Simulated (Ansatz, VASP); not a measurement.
**Nb3C2: VASP beside Ansatz**

```
Nb C
1.0
     2.76889    0.00000    0.00000
    -1.38445    2.39793    0.00000
     0.00000    0.00000    9.95698
Nb C
3 2
Direct
  0.66667 0.33333 0.22671
  0.66667 0.33333 0.77329
  0.66667 0.33333 0.50000
  0.66667 0.33333 0.00000
  0.00000 0.00000 0.00000
```

Alike in both runs: functional PBE; k mesh 6 × 6 × 4; occupations gaussian, width 0.1 eV; no spin polarisation.

Ansatz relaxed the structure, and its values are those at the end. VASP's run is a single point on that final structure, the one shown.

```csv
,VASP,Ansatz
version,VASP 6.6.1,Ansatz 0.2.0
potentials or method,"VASP PAW PBE potentials, release 64 (Nb_sv, C), cutoff 520 eV","scalar-relativistic, plane waves, PAW"
valence electrons in the cell,47,47
```

```csv
,VASP,Ansatz,Ansatz less VASP
gap on the k mesh at the Fermi level (eV),none,none,-
pressure (GPa),0.2,0.4,+0.20
rms of the force components (eV/Å),0.003,0.003,+0.0005
```

A gap of «none» marks a metal or a gap that the smearing closes.

The k mesh is coarse, so the values compare programs but aren't converged.
